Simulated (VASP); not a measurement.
# ZnBr3 (P4/mmm) in VASP: further runs

The runs below take ZnBr3 through single point, relaxation of cell and atoms, with PBE.

Program: VASP 6.6.1. These are calculated values, not measurements. Logs are shortened: lines on timing, memory, paths and dates and some standing lists are left out, and cuts for length are marked.

## 1. The cell of the first run

The structure is tetragonal, space group P4/mmm (No. 123). The conventional cell has a = 4.831 Å, b = 4.831 Å, c = 8.044 Å, α = 90.00°, β = 90.00°, γ = 90.00°. Zn (site symmetry 4/mmm) has 2 Br at 2.21 Å within 2.9 Å. Within 2.9 Å of Br (site symmetry 4mm) lie 1 Zn at 2.21 Å. Br (site symmetry 4/mmm) has 12 Br at 3.87 to 4.83 Å and 8 Zn at 5.28 Å within 5.3 Å.

The cell was built from a structure type or drawn by symmetry, and may not be a known phase.

## 2. Single point, PBE

Contents of INCAR:

```
PREC = Accurate
ENCUT = 520
EDIFF = 1E-6
ISMEAR = 0
SIGMA = 0.1
LREAL = F
LASPH = T
NELM = 100
ALGO = Fast
ISIF = 2
LWAVE = F
LCHARG = F
GGA = PE
NBANDS = 24
```

Contents of KPOINTS:

```
regular mesh
0
Gamma
  4 4 4
```

Contents of POSCAR:

```
ZnBr3
1.0
    4.8314920881      0.0000000000      0.0000000000
    0.0000000000      4.8314920881      0.0000000000
    0.0000000000      0.0000000000      8.0440798264
Zn Br
1 3
Direct
    0.0000000000      0.0000000000      0.0000000000
    0.0000000000      0.0000000000      0.2747502177
    0.0000000000      0.0000000000      0.7252497823
    0.5000000000      0.5000000000      0.5000000000
```

Potentials or basis: VASP PAW PBE potentials, release 64 (Zn, Br).

Launch:

```bash
cat potpaw_PBE.64/Zn/POTCAR potpaw_PBE.64/Br/POTCAR > POTCAR
mpirun -np 1 vasp_std > vasp.out
```

OUTCAR:

```text
PREC = Accurate
   ENCUT = 520
   EDIFF = 1E-6
   ISMEAR = 0
   LREAL = F
   LASPH = T
   NELM = 100
   ISIF = 2
   GGA = PE

 ion  position               nearest neighbor table
   1  0.000  0.000  0.000-   2 2.21   3 2.21
   2  0.000  0.000  0.275-   1 2.21
   3  0.000  0.000  0.725-   1 2.21
   4  0.500  0.500  0.500-

  LATTYP: Found a simple tetragonal cell.
 ALAT       =     4.8314920881
 C/A-ratio  =     1.6649266272

  Lattice vectors:

 A1 = (   4.8314920881,   0.0000000000,   0.0000000000)
 A2 = (   0.0000000000,   4.8314920881,   0.0000000000)
 A3 = (   0.0000000000,   0.0000000000,   8.0440798264)

Analysis of symmetry for initial positions (statically):
=====================================================================
 Subroutine PRICEL returns:
 Original cell was already a primitive cell.

 Routine SETGRP: Setting up the symmetry group for a
 simple tetragonal supercell.

 Subroutine GETGRP returns: Found 16 space group operations
 (whereof 16 operations were pure point group operations)
 out of a pool of 16 trial point group operations.

The static configuration has the point symmetry D_4h.

Analysis of symmetry for dynamics (positions and initial velocities):
=====================================================================
 Subroutine PRICEL returns:
 Original cell was already a primitive cell.

 Routine SETGRP: Setting up the symmetry group for a
 simple tetragonal supercell.

 Subroutine GETGRP returns: Found 16 space group operations
 (whereof 16 operations were pure point group operations)
 out of a pool of 16 trial point group operations.

The dynamic configuration has the point symmetry D_4h.

 Subroutine INISYM returns: Found 16 space group operations
 (whereof 16 operations are pure point group operations),
 and found     1 'primitive' translations

----------------------------------------------------------------------------------------

                                     Primitive cell

  volume of cell :     187.7755

  direct lattice vectors                    reciprocal lattice vectors
     4.831492088  0.000000000  0.000000000     0.206975398  0.000000000  0.000000000
     0.000000000  4.831492088  0.000000000     0.000000000  0.206975398  0.000000000
     0.000000000  0.000000000  8.044079826     0.000000000  0.000000000  0.124315027

  length of vectors
     4.831492088  4.831492088  8.044079826     0.206975398  0.206975398  0.124315027

  position of ions in fractional coordinates (direct lattice)
     0.000000000  0.000000000  0.000000000
     0.000000000  0.000000000  0.274750218
     0.000000000  0.000000000  0.725249782
     0.500000000  0.500000000  0.500000000

  ion indices of the primitive-cell ions
   primitive index   ion index
                 1           1
                 2           2
                 3           3
                 4           4

----------------------------------------------------------------------------------------

 KPOINTS: regular mesh

Automatic generation of k-mesh.
 Grid dimensions read from file:
 generate k-points for:    4    4    4

 Generating k-lattice:

  Cartesian coordinates                     Fractional coordinates (reciprocal lattice)
     0.051743850  0.000000000  0.000000000     0.250000000  0.000000000  0.000000000
     0.000000000  0.051743850  0.000000000     0.000000000  0.250000000  0.000000000
     0.000000000  0.000000000  0.031078757     0.000000000  0.000000000  0.250000000

  Length of vectors
     0.051743850  0.051743850  0.031078757

  Shift w.r.t. Gamma in fractional coordinates (k-lattice)
     0.000000000  0.000000000  0.000000000

 Subroutine IBZKPT returns following result:
 ===========================================

 Found     18 irreducible k-points:

 Following reciprocal coordinates:
            Coordinates               Weight
  0.000000  0.000000  0.000000      1.000000
  0.250000  0.000000  0.000000      4.000000
  0.500000  0.000000  0.000000      2.000000
  0.250000  0.250000  0.000000      4.000000
  0.500000  0.250000  0.000000      4.000000
  0.500000  0.500000  0.000000      1.000000
[... 10 lines left out ...]
  0.500000  0.250000  0.500000      4.000000
  0.500000  0.500000  0.500000      1.000000
   k-points           NKPTS =     18   k-points in BZ     NKDIM =     18   number of bands    NBANDS=     24
   number of dos      NEDOS =    301   number of ions     NIONS =      4
   total plane-waves  NPLWV =  77760
   dimension x,y,z NGX =    36 NGY =   36 NGZ =   60
   dimension x,y,z NGXF=    72 NGYF=   72 NGZF=  120
   ions per type =               1   3
   NGX,Y,Z   is equivalent  to a cutoff of  12.39, 12.39, 12.40 a.u.
   NGXF,Y,Z  is equivalent  to a cutoff of  24.77, 24.77, 24.80 a.u.
 SYSTEM =  unknown system
   PREC   = accura    normal or accurate (medium, high low for compatibility)
   ISTART =      0    job   : 0-new  1-cont  2-samecut
   ICHARG =      2    charge: 1-file 2-atom 10-const
   ISPIN  =      1    spin polarized calculation?
   LNONCOLLINEAR =      F non collinear calculations
   LSORBIT =      F    spin-orbit coupling
   LASPH  =      T    aspherical Exc in radial PAW
   ENCUT  =  520.0 eV  38.22 Ry    6.18 a.u.   8.98  8.98 14.96*2*pi/ulx,y,z
   NELM   =    100;   NELMIN=  2; NELMDL= -5     # of ELM steps
   EDIFF  = 0.1E-05   stopping-criterion for ELM
   LREAL  =      F    real-space projection
   EDIFFG = 0.1E-04   stopping-criterion for IOM
   NSW    =      0    number of steps for IOM
   IBRION =     -1    ionic relax: 0-MD 1-quasi-New 2-CG
   NFREE  =      0    steps in history (QN), initial steepest desc. (CG)
   ISIF   =      2    stress and relaxation
   ISYM   =      2    0-nonsym 1-usesym 2-fastsym
   POTIM  = 0.5000    time-step for ionic-motion
   TEBEG  =    0.0;   TEEND  =   0.0 temperature during run
   PSTRESS=    0.0 pullay stress
   NELECT =      33.0000    total number of electrons
   NUPDOWN=      -1.0000    fix difference up-down
   EMIN   =  10.00;   EMAX   =-10.00  energy-range for DOS
   EFERMI =   0.00;   METHOD = LEGACY
   ISMEAR =     0;   SIGMA  =   0.10  broadening in eV -4-tet -1-fermi 0-gaus
   EFERMI_NEDOS =   21; number of points for ismear=-14 and -15
   IALGO  =     68    algorithm
   IMIX   =      4    mixing-type and parameters
     AMIX     =   0.40;   BMIX     =  1.00
     AMIX_MAG =   1.60;   BMIX_MAG =  1.00
  volume/ion in A,a.u.               =      46.94       316.79
  Fermi-wavevector in a.u.,A,eV,Ry     =   0.916994  1.732867 11.440840  0.840878
  Thomas-Fermi vector in A             =   2.041913
   LORBIT       =      0    0 simple, 1 ext, 2 COOP (PROOUT), +10 PAW based schemes
   GGA     = PE    functional components
   LHFCALC =     F    Hartree Fock is set to
   AEXX    =    0.0000 exact exchange contribution
   IVDW    =     0    specifies the selected vdW correction
   LEPSILON=     F    determine dielectric tensor
   LRPA    =     F    only Hartree local field effects (RPA)
 non-spin polarized calculation
 RMM-DIIS sequential band-by-band and
 Gauss-broadening in eV      SIGMA  =   0.10
  energy-cutoff  :      520.00
  volume of cell :      187.78
 maximum number of plane-waves:      5104
 NGX is ok and might be reduce to    36
   NGX = 17   NGY = 17   NGZ = 29

 number of electron      33.0000019 magnetization

 Free energy of the ion-electron system (eV)
  ---------------------------------------------------
  ext. energy  EPLUGINS =         0.00000000
  ---------------------------------------------------
  free energy    TOTEN  =        -6.60631238 eV

  energy without entropy =       -6.55069814  energy(sigma->0) =       -6.57850526

 E-fermi :  -2.5366     XC(G=0):  -6.3050

 val. band max:       -2.5385020875   @ k =   0.0000   0.0000   0.0000
 cond. band min:      -2.5160435778   @ k =   0.2500   0.2500   0.2500
 fundamental gap:      0.0224585098
 Fermi energy:        -2.5365700650

 k-point     1 :       0.0000    0.0000    0.0000
  band No.  band energies     occupation
      1     -16.6089      2.00000
      2     -16.2439      2.00000
      3     -15.0491      2.00000
      4      -9.3551      2.00000
      5      -9.0636      2.00000
      6      -9.0636      2.00000
[... 16 lines left out ...]
     23       5.0288      0.00000
     24       5.7990      0.00000

 k-point     2 :       0.2500    0.0000    0.0000
  band No.  band energies     occupation
      1     -16.5935      2.00000
      2     -16.2366      2.00000
      3     -15.0528      2.00000
      4      -9.3576      2.00000
      5      -9.0677      2.00000
      6      -9.0632      2.00000
[... 16 lines left out ...]
     23       5.4087      0.00000
     24       6.8038      0.00000

 k-point     3 :       0.5000    0.0000    0.0000
  band No.  band energies     occupation
      1     -16.5779      2.00000
      2     -16.2293      2.00000
      3     -15.0569      2.00000
      4      -9.3602      2.00000
      5      -9.0718      2.00000
      6      -9.0629      2.00000
[... 16 lines left out ...]
     23       5.6188      0.00000
     24       6.9622      0.00000

 k-point     4 :       0.2500    0.2500    0.0000
  band No.  band energies     occupation
      1     -16.5818      2.00000
      2     -16.2295      2.00000
      3     -15.0500      2.00000
      4      -9.3567      2.00000
      5      -9.0673      2.00000
      6      -9.0670      2.00000
[... 16 lines left out ...]
     23       6.2230      0.00000
     24       6.4972      0.00000

 k-point     5 :       0.5000    0.2500    0.0000
  band No.  band energies     occupation
      1     -16.5700      2.00000
      2     -16.2224      2.00000
      3     -15.0473      2.00000
      4      -9.3559      2.00000
      5      -9.0712      2.00000
      6      -9.0667      2.00000
[... 16 lines left out ...]
     23       6.5105      0.00000
     24       6.9362      0.00000

 k-point     6 :       0.5000    0.5000    0.0000
  band No.  band energies     occupation
      1     -16.5621      2.00000
      2     -16.2156      2.00000
      3     -15.0377      2.00000
      4      -9.3515      2.00000
      5      -9.0706      2.00000
      6      -9.0706      2.00000
[... 16 lines left out ...]
     23       7.8315      0.00000
     24       8.0423      0.00000
[... 217 lines left out ...]
 k-point    15 :       0.5000    0.0000    0.5000
  band No.  band energies     occupation
      1     -16.4883      2.00000
      2     -16.3322      2.00000
      3     -15.0569      2.00000
      4      -9.2645      2.00000
      5      -9.0719      2.00000
      6      -9.0634      2.00000
[... 16 lines left out ...]
     23       5.7735      0.00000
     24       6.1918      0.00000

 k-point    16 :       0.2500    0.2500    0.5000
  band No.  band energies     occupation
      1     -16.4885      2.00000
      2     -16.3376      2.00000
      3     -15.0480      2.00000
      4      -9.2648      2.00000
      5      -9.0679      2.00000
      6      -9.0676      2.00000
[... 16 lines left out ...]
     23       6.3165      0.00000
     24       6.5970      0.00000

 k-point    17 :       0.5000    0.2500    0.5000
  band No.  band energies     occupation
      1     -16.4813      2.00000
      2     -16.3243      2.00000
      3     -15.0473      2.00000
      4      -9.2625      2.00000
      5      -9.0718      2.00000
      6      -9.0675      2.00000
[... 16 lines left out ...]
     23       6.1309      0.00000
     24       6.1968      0.00000

 k-point    18 :       0.5000    0.5000    0.5000
  band No.  band energies     occupation
      1     -16.4743      2.00000
      2     -16.3164      2.00000
      3     -15.0377      2.00000
      4      -9.2606      2.00000
      5      -9.0717      2.00000
      6      -9.0717      2.00000
[... 16 lines left out ...]
     23       6.2666      0.00000
     24       7.3370      0.00000

------------------------ aborting loop because EDIFF is reached ----------------------------------------

  FORCE on cell =-STRESS in cart. coord.  units (eV):
  Direction    XX          YY          ZZ          XY          YZ          ZX
  --------------------------------------------------------------------------------------
  -------------------------------------------------------------------------------------
  Total        0.0000094      0.0000094      0.2745797      0.0000000     -0.0000000      0.0000000
  in kB        0.0000803      0.0000803      2.3428264      0.0000000     -0.0000000      0.0000000
  external PRESSURE =       0.7809957 kB  Pullay stress =       0.0000000 kB

 VOLUME and BASIS-vectors are now :
 -----------------------------------------------------------------------------
  energy-cutoff  :      520.00
  volume of cell :      187.78
      direct lattice vectors                 reciprocal lattice vectors
     4.831492088  0.000000000  0.000000000     0.206975398  0.000000000  0.000000000
     0.000000000  4.831492088  0.000000000     0.000000000  0.206975398  0.000000000
     0.000000000  0.000000000  8.044079826     0.000000000  0.000000000  0.124315027

 POSITION                                       TOTAL-FORCE (eV/Angst)
 -----------------------------------------------------------------------------------
      0.00000      0.00000      0.00000         0.000000      0.000000      0.000000
      0.00000      0.00000      2.21011        -0.000000      0.000000      0.046037
      0.00000      0.00000      5.83397        -0.000000      0.000000     -0.046037
      2.41575      2.41575      4.02204         0.000000      0.000000      0.000000
 -----------------------------------------------------------------------------------
    total drift:                                0.000000      0.000000      0.000000

  FREE ENERGIE OF THE ION-ELECTRON SYSTEM (eV)
  ---------------------------------------------------
  free  energy   TOTEN  =        -6.6063123768 eV

  energy  without entropy=       -6.5506981396  energy(sigma->0) =       -6.57850526
```

Wall time 75 s (1 thread of Intel Xeon Platinum 8488C (Sapphire Rapids), shared host); peak memory 0.3 GiB.

What came out:

```
Free energy            : -6.6063 eV
Pressure               : 0.1 GPa
Largest force          : 0.046 eV/Å
Band gap on the k mesh : zero (an odd number of electrons rules out a gap without spin polarisation)
```

Forces in eV/Å, atoms in the order of the input:
```
Zn   0.000  0.000  0.000
Br   0.000  0.000  0.046
Br   0.000  0.000 -0.046
Br   0.000  0.000  0.000
```

Caveat: an odd number of electrons without spin polarisation forces a metal; a magnetic or distorted state may lie lower.

## 3. Relaxation of cell and atoms, PBE

This run uses another cell than the first one, of 32.97 Å³/atom.

Contents of INCAR:

```
SYSTEM = ZnBr3
  PREC = Accurate
  ENCUT = 600
  EDIFF = 1E-6
  ISMEAR = 0
  SIGMA = 0.1
  LREAL = .False.
  LASPH = .True.
  NELM = 100
  ALGO = Fast
  ISIF = 3
  LWAVE = .False.
  LCHARG = .False.
  GGA = PE
  IBRION = 2
  NSW = 90
  EDIFFG = -0.04
```

Contents of KPOINTS:

```
regular mesh
0
Gamma
  4 4 4
  0 0 0
```

Contents of POSCAR:

```
ZnBr3
1.0
    4.4915421000      0.0000000000      0.0000000000
    0.0000000000      4.4915421000      0.0000000000
    0.0000000000      0.0000000000      6.5380637400
Zn Br
1 3
Direct
    0.0000000000      0.0000000000      0.0000000000
    0.0000000000      0.0000000000      0.2725235700
    0.0000000000      0.0000000000      0.7274764300
    0.5000000000      0.5000000000      0.5000000000
```

Potentials or basis: VASP PAW PBE potentials, release 64 (Zn, Br).

Launch:

```bash
cat potpaw_PBE.64/Zn/POTCAR potpaw_PBE.64/Br/POTCAR > POTCAR
mpirun -np 1 vasp_std > vasp.out
```

OUTCAR:

```text
SYSTEM = ZnBr3
   PREC = Accurate
   ENCUT = 600
   EDIFF = 1E-6
   ISMEAR = 0
   LREAL = .False.
   LASPH = .True.
   NELM = 100
   ISIF = 3
   GGA = PE
   IBRION = 2
   NSW = 90
   EDIFFG = -0.04

 ion  position               nearest neighbor table
   1  0.000  0.000  0.000-   2 1.78   3 1.78
   2  0.000  0.000  0.273-   1 1.78
   3  0.000  0.000  0.727-   1 1.78
   4  0.500  0.500  0.500-

  LATTYP: Found a simple tetragonal cell.
 ALAT       =     4.4915421000
 C/A-ratio  =     1.4556389753

  Lattice vectors:

 A1 = (   4.4915421000,   0.0000000000,   0.0000000000)
 A2 = (   0.0000000000,   4.4915421000,   0.0000000000)
 A3 = (   0.0000000000,   0.0000000000,   6.5380637400)

Analysis of symmetry for initial positions (statically):
[... 281 lines left out ...]
  free  energy   TOTEN  =        -3.0911620544 eV

  energy  without entropy=       -3.0668517902  energy(sigma->0) =       -3.07900692

[... ionic steps 4 to 20 ...]

--------------------------------------- Ionic step       21  -------------------------------------------

 number of electron      33.0000004 magnetization

------------------------ aborting loop because EDIFF is reached ----------------------------------------
[... 71 lines left out ...]
--------------------------------------- Ionic step       23  -------------------------------------------

 number of electron      33.0000004 magnetization

 Free energy of the ion-electron system (eV)
  ---------------------------------------------------
  ext. energy  EPLUGINS =         0.00000000
  ---------------------------------------------------
  free energy    TOTEN  =        -6.60192700 eV

  energy without entropy =       -6.54613433  energy(sigma->0) =       -6.57403067

 E-fermi :  -2.5134     XC(G=0):  -6.3254

 val. band max:       -2.5269577460   @ k =   0.5000   0.5000   0.2500
 cond. band min:      -2.5122073564   @ k =   0.0000   0.0000   0.0000
 fundamental gap:      0.0147503896
 Fermi energy:        -2.5134472238

 k-point     1 :       0.0000    0.0000    0.0000
  band No.  band energies     occupation
      1     -16.5794      2.00000
      2     -16.2248      2.00000
      3     -15.0301      2.00000
      4      -9.3277      2.00000
      5      -9.0423      2.00000
      6      -9.0423      2.00000
[... 434 lines left out ...]
  FREE ENERGIE OF THE ION-ELECTRON SYSTEM (eV)
  ---------------------------------------------------
  free  energy   TOTEN  =        -6.6019270041 eV

  energy  without entropy=       -6.5461343350  energy(sigma->0) =       -6.57403067

 reached required accuracy - stopping structural energy minimisation
```

It took 19 min on 1 thread of Intel Xeon Platinum 8488C (Sapphire Rapids), shared host; peak memory 0.31 GiB.

Results:

```
Free energy                           : -6.6019 eV
Relaxed volume                        : 46.73 Å³/atom
Relaxed cell                          : a = 4.808 Å, b = 4.808 Å, c = 8.087 Å, α = 90.00°, β = 90.00°, γ = 90.00°
Space group after relaxing (to 0.1 Å) : P4/mmm (No. 123)
Energy gained by relaxing             : 1385.6 meV/atom
Ionic steps                           : 23
Pressure after relaxing               : 0.0 GPa
Largest force after relaxing          : 0.005 eV/Å
Band gap on the k mesh                : zero (an odd number of electrons rules out a gap without spin polarisation)
```

Forces in eV/Å, atoms in the order of the input:
```
Zn   0.000  0.000  0.000
Br   0.000  0.000  0.005
Br   0.000  0.000 -0.005
Br   0.000  0.000  0.000
```

The path:
```tsv
step	energy change (eV)	largest force (eV/Å)	pressure (GPa)	volume (Å³)
1	0.0000	16.1238	26.95	131.90
2	-0.4194	0.4709	-0.10	240.47
3	-2.0317	1.3950	-1.14	237.05
4	-2.0533	1.3383	-1.09	233.22
5	-2.4748	0.1588	-1.17	194.94
6	-3.6226	2.5244	-0.80	163.19
7	-4.5192	3.5278	1.81	147.49
8	-4.5254	2.4554	5.65	139.68
9	-4.5904	3.2699	3.15	144.17
10	-4.5958	3.1696	3.51	143.40
11	-5.2283	1.6735	-0.40	159.02
12	-5.2564	1.6040	-0.76	161.83
13	-5.2786	1.5362	-1.33	167.52
14	-5.4788	0.4383	1.35	166.07
15	-5.4981	0.1339	0.62	166.40
16	-5.4981	0.0951	0.67	166.37
17	-5.5145	0.0490	0.50	169.88
18	-5.5371	0.0349	0.25	178.84
19	-5.5349	0.1659	0.06	197.68
20	-5.5410	0.1306	0.12	189.69
21	-5.5416	0.1142	0.14	186.62
22	-5.5359	0.2798	-0.36	187.81
23	-5.5425	0.0047	0.01	186.94
```

Final structure:
```yaml
crystal:
  lattice:
    - [4.80780, 0.00000, 0.00000]
    - [0.00000, 4.80780, 0.00000]
    - [0.00000, 0.00000, 8.08728]
  atoms:
    - { symbol: Zn, position: [0.00000, 0.00000, 0.00000] }
    - { symbol: Br, position: [0.00000, 0.00000, 0.27370] }
    - { symbol: Br, position: [0.00000, 0.00000, 0.72630] }
    - { symbol: Br, position: [0.50000, 0.50000, 0.50000] }
```

Caveat: the volume moved by over 15 % at a fixed basis, so the end points are rough; an odd number of electrons without spin polarisation forces a metal; a magnetic or distorted state may lie lower.
